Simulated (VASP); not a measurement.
A run of VASP 6.6.1:

INCAR

```
SYSTEM = MgS
PREC = Accurate
ENCUT = 600
EDIFF = 1E-6
ISMEAR = 0
SIGMA = 0.01
LREAL = .FALSE.
LASPH = .TRUE.
NELM = 200
ALGO = Normal
ISIF = 2
LWAVE = .FALSE.
LCHARG = .FALSE.
LNONCOLLINEAR = .TRUE.
MAGMOM = 0 0 0 0 0 0
LORBIT = 11
LSORBIT = .TRUE.
GGA_COMPAT = .FALSE.
LORBMOM = .TRUE.
GGA = PS
NBANDS = 20
```

KPOINTS

```
regular mesh
0
G
  6 6 6
  0 0 0
```

The input POSCAR:

```
MgS
1.0
    0.0000000000      2.6000000000      2.6000000000
    2.6000000000      0.0000000000      2.6000000000
    2.6000000000      2.6000000000      0.0000000000
Mg S
1 1
Direct
    0.0000000000      0.0000000000      0.0000000000
    0.5000000000      0.5000000000      0.5000000000
```

Potentials or basis: VASP PAW PBE potentials, release 64 (Mg, S).

Run with:

```sh
$ cat potpaw_PBE.64/Mg/POTCAR potpaw_PBE.64/S/POTCAR > POTCAR
$ mpirun -np 1 vasp_ncl > vasp.out
```

Hardware: 1 thread of Intel Xeon 8259CL, on a shared host.

Q: Estimate the wall time of this run.

A: Wall time 77 s on 1 thread of Intel Xeon 8259CL, with other jobs on the host, peak memory 0.28 GiB. Counts: scf iterations 12, k points 16.
